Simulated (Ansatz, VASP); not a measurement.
## Sn: VASP beside Ansatz

Contents of POSCAR:

```
Sn
1.0
   -2.8519362416      2.8519362416      1.6472810486
    2.8519362416     -2.8519362416      1.6472810486
    2.8519362416      2.8519362416     -1.6472810486
Sn
2
Direct
    0.7500000000      0.2500000000      0.5000000000
    0.0000000000      0.0000000000      0.0000000000
```

File INCAR.step1:

```
SYSTEM = Sn
ALGO     = Normal         ! electronic algorithm
EDIFF    = 1E-4           ! SCF threshold, eV
ENCUT    = 520            ! plane-wave cutoff, eV
GGA      = PE             ! functional
ISMEAR   = 0              ! smearing method
LASPH    = .True.         ! aspherical terms in the spheres
LCHARG   = .False.        ! write CHGCAR
LREAL    = .False.        ! projectors in reciprocal space
LWAVE    = .True.         ! write WAVECAR
NBANDS   = 21             ! bands
NELM     = 80             ! most SCF steps
PREC     = Accurate       ! precision mode
SIGMA    = 0.15           ! smearing width, eV
```

INCAR.step2

```
SYSTEM = Sn
ALGO     = Normal         ! electronic algorithm
EDIFF    = 1E-7           ! SCF threshold, eV
ENCUT    = 520            ! plane-wave cutoff, eV
ISIF     = 2              ! what is computed and relaxed
ISMEAR   = 0              ! smearing method
ISTART   = 1            
LASPH    = .True.         ! aspherical terms in the spheres
LCHARG   = .False.        ! write CHGCAR
LMIXTAU  = .True.       
LREAL    = .False.        ! projectors in reciprocal space
LWAVE    = .False.        ! write WAVECAR
METAGGA  = R2SCAN         ! meta-GGA
NBANDS   = 21             ! bands
NELM     = 80             ! most SCF steps
PREC     = Accurate       ! precision mode
SIGMA    = 0.15           ! smearing width, eV
```

The input KPOINTS:

```
k-points
0
Gamma
  16 16 16
  0 0 0
```

Input for Ansatz:

```yaml
crystal:
  lattice:
    - [-2.8519362416, 2.8519362416, 1.6472810486]
    - [2.8519362416, -2.8519362416, 1.6472810486]
    - [2.8519362416, 2.8519362416, -1.6472810486]
  atoms:
    - { symbol: Sn, position: [0.75, 0.25, 0.5] }
    - { symbol: Sn, position: [0.0, 0.0, 0.0] }
basis:
  ecutwfc: 500
kpoints:
  mp_grid: { grid: [16, 16, 16] }
hamiltonian:
  xc: r2scan
scf:
  occupations: { method: gaussian, width: 0.15 }
output:
  forces: true
  stress: true
  eigenvalues: true
```

Change from the starting cell: strain -0.030 along x and y, +0.030 along z, atoms carried along.

Alike in both runs: task single point; functional r2SCAN; k mesh 16 × 16 × 16; occupations gaussian, width 0.15 eV; no spin polarisation.

```csv
,VASP,Ansatz
version,VASP 6.6.1,Ansatz 0.2.0
potentials or method,"VASP PAW PBE potentials, release 64 (Sn_d), cutoff 520 eV","scalar-relativistic, plane waves, PAW"
valence electrons in the cell,28,28
```

|  | VASP | Ansatz | Ansatz less VASP |
| --- | --- | --- | --- |
| gap on the k mesh at the Fermi level (eV) | none | none | - |
| pressure (GPa) | 2.1 | 2.1 | +0.01 |
| traceless stress, the component that is largest in VASP (GPa) | -2.41 | -2.41 | +0.004 |

VASP's potentials were made for PBE, not for r2SCAN. A gap of «none» marks a metal or a gap that the smearing closes. With one functional, cell and mesh, what is left measures potentials, basis and numerics.
